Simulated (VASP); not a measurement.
# PbF2 (Fluorocronite) (Fm-3m) in VASP: a series of runs, part 2 of 2

VASP 6.6.1.

## Step 4: Single point, r2SCAN

Input file POSCAR:

```
PbF2
1.0
    0.0000000000      2.9458082805      2.9458082805
    2.9458082805      0.0000000000      2.9458082805
    2.9458082805      2.9458082805      0.0000000000
Pb F
1 2
Direct
    0.0000000000      0.0000000000      0.0000000000
    0.2500000000      0.2500000000      0.2500000000
    0.7500000000      0.7500000000      0.7500000000
```

Input file INCAR.step1:

```
  ALGO = Normal
  EDIFF = 1E-4
  ENCUT = 520
  GGA = PE
  ISMEAR = 0
  LASPH = T
  LCHARG = F
  LREAL = F
  LWAVE = T
  NBANDS = 21
  NELM = 60
  PREC = Accurate
  SIGMA = 0.01
```

Input file INCAR.step2:

```
  ALGO = Normal
  EDIFF = 1E-6
  ENCUT = 520
  ISIF = 2
  ISMEAR = 0
  ISTART = 1
  LASPH = T
  LCHARG = T
  LELF = T
  LMIXTAU = T
  LREAL = F
  LVHAR = T
  LWAVE = F
  METAGGA = R2SCAN
  NBANDS = 21
  NELM = 60
  PREC = Accurate
  SIGMA = 0.01
```

Input file KPOINTS:

```
k-points
0
Gamma
  6 6 6
```

Potentials or basis: VASP PAW PBE potentials, release 64 (Pb_d, F).

Command:

```bash
$ cat potpaw_PBE.64/Pb_d/POTCAR potpaw_PBE.64/F/POTCAR > POTCAR
$ cp INCAR.step1 INCAR
$ mpirun -np 1 vasp_std > vasp.out
$ cp INCAR.step2 INCAR
$ mpirun -np 1 vasp_std > vasp.out
```

OUTCAR:

```text
EDIFF = 1E-6
   ENCUT = 520
   ISIF = 2
   ISMEAR = 0
   ISTART = 1
   LASPH = T
   LREAL = F
   METAGGA = R2SCAN
   NELM = 60
   PREC = Accurate

 ion  position               nearest neighbor table
   1  0.000  0.000  0.000-   2 2.55   3 2.55   3 2.55   3 2.55   3 2.55   2 2.55   2 2.55   2 2.55

   2  0.250  0.250  0.250-   1 2.55   1 2.55   1 2.55   1 2.55
   3  0.750  0.750  0.750-   1 2.55   1 2.55   1 2.55   1 2.55

  LATTYP: Found a face centered cubic cell.
 ALAT       =     5.8916165610

  Lattice vectors:

 A1 = (   0.0000000000,   2.9458082805,   2.9458082805)
 A2 = (   2.9458082805,   0.0000000000,   2.9458082805)
 A3 = (   2.9458082805,   2.9458082805,   0.0000000000)

Analysis of symmetry for initial positions (statically):
=====================================================================
 Subroutine PRICEL returns:
 Original cell was already a primitive cell.

 Routine SETGRP: Setting up the symmetry group for a
 face centered cubic supercell.

[... 155 lines left out ...]
  free energy    TOTEN  =       -70.15776409 eV

  energy without entropy =      -70.15776409  energy(sigma->0) =      -70.15776409

 E-fermi :   1.7767     XC(G=0): -10.1078

 val. band max:        1.7099202570   @ k =  -0.3333   0.3333   0.1667
 cond. band min:       6.6683446827   @ k =   0.5000   0.5000   0.0000
 fundamental gap:      4.9584244257
 Fermi energy:         1.7767168887

 k-point     1 :       0.0000    0.0000    0.0000
  band No.  band energies     occupation
      1     -20.8031      2.00000
      2     -20.1823      2.00000
      3     -13.1526      2.00000
      4     -13.1526      2.00000
      5     -13.1526      2.00000
      6     -13.0945      2.00000
[... 373 lines left out ...]
     20      18.0422      0.00000
     21      19.3253      0.00000

------------------------ aborting loop because EDIFF is reached ----------------------------------------

  FORCE on cell =-STRESS in cart. coord.  units (eV):
  Direction    XX          YY          ZZ          XY          YZ          ZX
  --------------------------------------------------------------------------------------
  -------------------------------------------------------------------------------------
  Total        0.3635953      0.3635953      0.3635953     -0.0000000      0.0000000      0.0000000
  in kB       11.3942398     11.3942398     11.3942398     -0.0000000      0.0000000      0.0000000
  external PRESSURE =      11.3942398 kB  Pullay stress =       0.0000000 kB

 VOLUME and BASIS-vectors are now :
 -----------------------------------------------------------------------------
  energy-cutoff  :      520.00
  volume of cell :       51.13
      direct lattice vectors                 reciprocal lattice vectors
     0.000000000  2.945808281  2.945808281    -0.169732702  0.169732702  0.169732702
     2.945808281  0.000000000  2.945808281     0.169732702 -0.169732702  0.169732702
     2.945808281  2.945808281  0.000000000     0.169732702  0.169732702 -0.169732702

 POSITION                                       TOTAL-FORCE (eV/Angst)
 -----------------------------------------------------------------------------------
      0.00000      0.00000      0.00000        -0.000000      0.000000      0.000000
      1.47290      1.47290      1.47290        -0.000000     -0.000000     -0.000000
      4.41871      4.41871      4.41871         0.000000      0.000000      0.000000
 -----------------------------------------------------------------------------------
    total drift:                                0.000000     -0.000000      0.000000

  FREE ENERGIE OF THE ION-ELECTRON SYSTEM (eV)
  ---------------------------------------------------
  free  energy   TOTEN  =       -70.1577640921 eV

  energy  without entropy=      -70.1577640921  energy(sigma->0) =      -70.15776409
```

OUTCAR.step1:

```text
EDIFF = 1E-4
   ENCUT = 520
   GGA = PE
   ISMEAR = 0
[... 599 lines left out ...]
      0.00000      0.00000      0.00000         0.000000     -0.000000      0.000000
      1.47290      1.47290      1.47290        -0.000000     -0.000000      0.000000
      4.41871      4.41871      4.41871         0.000000      0.000000     -0.000000
 -----------------------------------------------------------------------------------
    total drift:                                0.000000     -0.000000      0.000000

  FREE ENERGIE OF THE ION-ELECTRON SYSTEM (eV)
  ---------------------------------------------------
  free  energy   TOTEN  =       -14.3134888761 eV

  energy  without entropy=      -14.3134888761  energy(sigma->0) =      -14.31348888
```

OSZICAR.step1:

```text
N       E                     dE             d eps       ncg     rms          rms(c)
DAV:   1     0.300838201092E+03    0.30084E+03   -0.14933E+04   672   0.153E+03
DAV:   2     0.108627229327E+02   -0.28998E+03   -0.27336E+03   734   0.433E+02
DAV:   3    -0.154523525330E+02   -0.26315E+02   -0.26016E+02   767   0.139E+02
DAV:   4    -0.161867981843E+02   -0.73445E+00   -0.73381E+00   800   0.243E+01
DAV:   5    -0.162129022233E+02   -0.26104E-01   -0.26103E-01   842   0.481E+00    0.797E+00
DAV:   6    -0.143147725027E+02    0.18981E+01   -0.85271E+00   911   0.233E+01    0.260E+00
DAV:   7    -0.143170771085E+02   -0.23046E-02   -0.44384E-01   722   0.408E+00    0.155E+00
DAV:   8    -0.143160776057E+02    0.99950E-03   -0.10137E-01   712   0.354E+00    0.560E-01
DAV:   9    -0.143123649064E+02    0.37127E-02   -0.19965E-02   891   0.110E+00    0.101E-01
DAV:  10    -0.143134917666E+02   -0.11269E-02   -0.14796E-03   697   0.299E-01    0.319E-02
DAV:  11    -0.143134888761E+02    0.28904E-05   -0.11134E-04   615   0.905E-02
   1 F= -.14313489E+02 E0= -.14313489E+02  d E =-.144659E-50
```

Run time: 28 s. Hardware: 1 thread of Intel Xeon 6975P-C (Granite Rapids), shared host; peak memory 0.18 GiB.

Results:

| Property | Result |
| --- | --- |
| Free energy | -70.1578 eV |
| Pressure | 1.1 GPa |
| Band gap on the k mesh | 4.96 eV, indirect (least direct gap 5.07 eV) |

Levels at points of the mesh, in eV from the valence-band top:
| k point | band 11 | band 12 | band 13 | band 14 | band 15 | band 16 | band 17 | band 18 |
| --- | --- | --- | --- | --- | --- | --- | --- | --- |
| (0.00, 0.00, 0.00) | -2.74 | -2.23 | -2.23 | -2.23 | 7.35 | 7.35 | 7.35 | 10.75 |
| (0.50, 0.00, 0.00) | -2.94 | -2.41 | -2.41 | -0.04 | 5.40 | 8.33 | 8.33 | 13.51 |
| (0.50, 0.50, 0.00) | -1.81 | -1.81 | -1.81 | -0.11 | 4.96 | 8.55 | 8.55 | 9.06 |

Caveat: the PAW data sets were made with another functional, which shifts forces and pressure a little; spin-orbit coupling is left out, which moves the levels of the heavy elements.

## Step 5: Single point, PBE

Input file INCAR:

```
PREC = Accurate
ENCUT = 520
EDIFF = 1E-6
ISMEAR = 0
SIGMA = 0.01
LREAL = F
LASPH = T
NELM = 80
ALGO = Normal
ISIF = 2
LWAVE = F
LCHARG = F
GGA = PE
NBANDS = 21
```

Input file KPOINTS:

```
Automatic mesh
0
Gamma
  8 8 8
```

POSCAR is that of step 4.

Potentials or basis: VASP PAW PBE potentials, release 64 (Pb_d, F).

Command:

```bash
$ cat potpaw_PBE.64/Pb_d/POTCAR potpaw_PBE.64/F/POTCAR > POTCAR
$ mpirun -np 1 vasp_std > vasp.out
```

OUTCAR:

```text
PREC = Accurate
   ENCUT = 520
   EDIFF = 1E-6
   ISMEAR = 0
   LREAL = F
   LASPH = T
   NELM = 80
   ISIF = 2
   GGA = PE

 ion  position               nearest neighbor table
   1  0.000  0.000  0.000-   2 2.55   3 2.55   3 2.55   3 2.55   3 2.55   2 2.55   2 2.55   2 2.55

   2  0.250  0.250  0.250-   1 2.55   1 2.55   1 2.55   1 2.55
   3  0.750  0.750  0.750-   1 2.55   1 2.55   1 2.55   1 2.55

  LATTYP: Found a face centered cubic cell.
 ALAT       =     5.8916165610
[... 769 lines left out ...]

  FORCE on cell =-STRESS in cart. coord.  units (eV):
  Direction    XX          YY          ZZ          XY          YZ          ZX
  --------------------------------------------------------------------------------------
  -------------------------------------------------------------------------------------
  Total        1.2689685      1.2689685      1.2689685      0.0000000     -0.0000000      0.0000000
  in kB       39.7665573     39.7665573     39.7665573      0.0000000     -0.0000000      0.0000000
  external PRESSURE =      39.7665573 kB  Pullay stress =       0.0000000 kB

 VOLUME and BASIS-vectors are now :
 -----------------------------------------------------------------------------
  energy-cutoff  :      520.00
  volume of cell :       51.13
      direct lattice vectors                 reciprocal lattice vectors
     0.000000000  2.945808281  2.945808281    -0.169732702  0.169732702  0.169732702
     2.945808281  0.000000000  2.945808281     0.169732702 -0.169732702  0.169732702
     2.945808281  2.945808281  0.000000000     0.169732702  0.169732702 -0.169732702

 POSITION                                       TOTAL-FORCE (eV/Angst)
 -----------------------------------------------------------------------------------
      0.00000      0.00000      0.00000         0.000000     -0.000000      0.000000
      1.47290      1.47290      1.47290        -0.000000     -0.000000      0.000000
      4.41871      4.41871      4.41871         0.000000      0.000000     -0.000000
 -----------------------------------------------------------------------------------
    total drift:                                0.000000     -0.000000      0.000000

  FREE ENERGIE OF THE ION-ELECTRON SYSTEM (eV)
  ---------------------------------------------------
  free  energy   TOTEN  =       -14.3134296544 eV

  energy  without entropy=      -14.3134296544  energy(sigma->0) =      -14.31342965
```

OSZICAR:

```text
N       E                     dE             d eps       ncg     rms          rms(c)
DAV:   1     0.304384897199E+03    0.30438E+03   -0.14803E+04  1231   0.153E+03
DAV:   2     0.947352732019E+01   -0.29491E+03   -0.27737E+03  1353   0.427E+02
DAV:   3    -0.155021789297E+02   -0.24976E+02   -0.24724E+02  1423   0.135E+02
DAV:   4    -0.161874141772E+02   -0.68524E+00   -0.68480E+00  1414   0.238E+01
DAV:   5    -0.162127724111E+02   -0.25358E-01   -0.25357E-01  1596   0.466E+00    0.797E+00
DAV:   6    -0.143153730741E+02    0.18974E+01   -0.85523E+00  1655   0.233E+01    0.260E+00
DAV:   7    -0.143170439400E+02   -0.16709E-02   -0.43939E-01  1278   0.405E+00    0.155E+00
DAV:   8    -0.143158592492E+02    0.11847E-02   -0.99574E-02  1263   0.353E+00    0.552E-01
DAV:   9    -0.143122959525E+02    0.35633E-02   -0.19038E-02  1634   0.108E+00    0.101E-01
DAV:  10    -0.143134206472E+02   -0.11247E-02   -0.14297E-03  1243   0.292E-01    0.311E-02
DAV:  11    -0.143134212487E+02   -0.60147E-06   -0.10621E-04  1414   0.865E-02    0.890E-03
DAV:  12    -0.143134299168E+02   -0.86681E-05   -0.16019E-05  1268   0.270E-02    0.475E-03
DAV:  13    -0.143134296544E+02    0.26245E-06   -0.24238E-06  1365   0.135E-02
   1 F= -.14313430E+02 E0= -.14313430E+02  d E =-.162478E-30
```

stdout:

```text
POSCAR found type information on POSCAR PbF
 POSCAR found :  2 types and       3 ions
 scaLAPACK will be used
 LDA part: xc-table for (Slater+PW92), standard interpolation
 POSCAR, INCAR and KPOINTS ok, starting setup
 FFT: planning ... GRIDC
 FFT: planning ... GRID_SOFT
 FFT: planning ... GRID
 WAVECAR not read
 entering main loop
```

It took 11 s on 1 thread of Intel Xeon 6975P-C (Granite Rapids), shared host; peak memory 0.18 GiB.

Results:

* Free energy: -14.3134 eV
* Pressure: 4.0 GPa
* Band gap on the k mesh: 4.41 eV, indirect (least direct gap 4.56 eV)

Caveat: spin-orbit coupling is left out, which moves the levels of the heavy elements. A k mesh can miss the band edges.

## Step 6: Overview

```tsv
level	k mesh	gap on the mesh (eV)	pressure (GPa)
PBE	6 × 6 × 6	4.44	4.0
r2SCAN	6 × 6 × 6	4.96	1.1
PBE	8 × 8 × 8	4.41	4.0
```

Alike in all rows: task single point; potentials or basis VASP PAW PBE potentials, release 64 (Pb_d, F); no spin polarisation; cell as given; cutoff (eV) 520; smearing gaussian 0.01 eV.

On the cell as given the gap runs from 4.41 eV (PBE) to 4.96 eV (r2SCAN); the meshes differ, which moves gaps too. The pressure there spans 1.1 GPa (r2SCAN) to 4.0 GPa (PBE); a positive pressure means that this level wants a larger cell, a negative one a smaller.

Caveats: spin-orbit coupling is left out, which moves the levels of the heavy elements; the PAW data sets were made with another functional, which shifts forces and pressure a little (some runs).

Total energies depend on the potentials used, so only differences within one code and one set of settings carry meaning.
